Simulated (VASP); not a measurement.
Runs of VASP 6.6.1 on Hf. The structure is that of space group P6_3/mmc (No. 194), or close to it. The cells are those of the table. 

```csv
cell,k mesh,smearing,gap on the mesh (eV),pressure (GPa)
"a = 3.065, b = 3.065, c = 4.840 Å, angles 90.0, 90.0, 120.0°, 2 atoms",19 × 19 × 10,fermi-dirac 0.1 eV,none,(a)
"a = 3.156, b = 3.156, c = 4.982 Å, angles 90.0, 90.0, 120.0°, 2 atoms",19 × 19 × 10,fermi-dirac 0.1 eV,none,4.2
"a = 3.199, b = 3.199, c = 5.051 Å, angles 90.0, 90.0, 120.0°, 2 atoms",19 × 19 × 10,fermi-dirac 0.1 eV,none,-0.6
"a = 3.199, b = 3.199, c = 5.051 Å, angles 90.0, 90.0, 120.0°, 2 atoms",11 × 11 × 6,methfessel-paxton 0.2 eV,none,-0.6
"a = 3.111, b = 3.111, c = 4.912 Å, angles 90.0, 90.0, 120.0°, 2 atoms",19 × 19 × 10,fermi-dirac 0.1 eV,none,9.9
```

Alike in all rows: task single point; level r2SCAN; potentials or basis VASP PAW PBE potentials, release 64 (Hf_pv); no spin polarisation; cutoff (eV) 520.

Task: Estimate the missing entries.

Result: (a) 16.8.

Caveats: the PAW data sets were made with another functional, which shifts forces and pressure a little; spin-orbit coupling is left out, which moves the levels of the heavy elements; the cell stands under pressure (at least some runs).

A k mesh can miss the band edges, and the runs leave out spin-orbit coupling on Hf.

A gap of «none» marks levels without a gap at the run's occupations.
